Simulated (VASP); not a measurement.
Here is a VASP 6.6.1 calculation.

File INCAR:

```
ALGO = Normal ; DIPOL = 0.5 0.5 0.324
EDIFF = 1E-7 ; ENCUT = 520
IDIPOL = 3 ; ISIF = 2
ISMEAR = 0 ; LASPH = T
LCHARG = F ; LDIPOL = T
LREAL = Auto ; LWAVE = F
NBANDS = 40 ; NELM = 60
PREC = Accurate ; SIGMA = 0.1
```

The input KPOINTS:

```
k-points
0
Gamma
  5 4 1
```

File POSCAR:

```
Al
1.0
    5.6343731020      0.0000000000      0.0000000000
    0.0000000000      7.9682068563      0.0000000000
    0.0000000000      0.0000000000     19.6723116275
Al
17
Direct
    0.2500000000      0.2500000000      0.2033314679
    0.2500000000      0.7500000000      0.2033314679
    0.7500000000      0.2500000000      0.2033314679
    0.7500000000      0.7500000000      0.2033314679
    0.0000000000      0.0000000000      0.2749343025
    0.0000000000      0.5000000000      0.2749343025
    0.5000000000      0.0000000000      0.2749343025
    0.5000000000      0.5000000000      0.2749343025
    0.2500000000      0.2500000000      0.3484027381
    0.2500000000      0.7500000000      0.3484027381
    0.7500000000      0.2500000000      0.3484027381
    0.7500000000      0.7500000000      0.3484027381
    0.0000000000      0.0000000000      0.4154220298
    0.0000000000      0.5000000000      0.4154220298
    0.5000000000      0.0000000000      0.4154220298
    0.5000000000      0.5000000000      0.4154220298
    0.0000000000      0.0625000000      0.5442473278
```

Potentials or basis: VASP PAW LDA potentials, release 64 (Al).

Command:

```bash
$ cat potpaw_LDA.64/Al/POTCAR > POTCAR
$ mpirun -np 1 vasp_std > vasp.out
```

(1) Estimate the largest force.

(2) Estimate the band gap on the k mesh.

Results:

(1) 0.457 eV/Å.

(2) zero (an odd number of electrons rules out a gap without spin polarisation).
